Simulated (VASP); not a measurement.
Set up this calculation in VASP 6.6.1, as the native input.

```yaml
Task: single point
Functional: LDA
Potentials_or_basis: VASP PAW LDA potentials, release 64 (Ti_sv)
Cutoff: 520 eV
k_mesh: 11 × 11 × 11
Occupations: tetrahedron
Spin: no spin polarisation
Dipole_correction: no
Further_INCAR_settings: ALGO = Normal; EDIFF = 1e-07; NBANDS = 12
```

The structure of Ti lies in POSCAR:

```
Ti
1.0
   -1.6410000000      1.6410000000      1.6410000000
    1.6410000000     -1.6410000000      1.6410000000
    1.6410000000      1.6410000000     -1.6410000000
Ti
1
Direct
    0.0000000000      0.0000000000      0.0000000000
```

These files were run (other wordings do the same):

INCAR

```
SYSTEM = Ti
PREC = Accurate
ENCUT = 520
EDIFF = 1E-7
ISMEAR = -5
SIGMA = 0.05
LREAL = .False.
LASPH = .True.
NELM = 80
ALGO = Normal
ISIF = 2
LWAVE = .False.
LCHARG = .True.
GGA = CA
LELF = .True.
LVHAR = .True.
NBANDS = 12
```

KPOINTS

```
regular mesh
0
Gamma
  11 11 11
  0 0 0
```

Potentials or basis: VASP PAW LDA potentials, release 64 (Ti_sv).

Command:

```console
$ cat potpaw_LDA.64/Ti_sv/POTCAR > POTCAR
$ mpirun -np 1 vasp_std > vasp.out
```

It gave:

```yaml
Pressure: -11.2 GPa
Band_gap_on_the_k_mesh: zero (band 6 reaches 8.63 eV, above the bottom of band 7 at 7.08 eV)
```

Caveat: tetrahedron occupations give inexact forces and stress in metals.

It took 4.8 s on 1 thread of Intel(R) Xeon(R) 6975P-C (Granite Rapids), with other jobs on the host, peak memory 0.13 GiB.
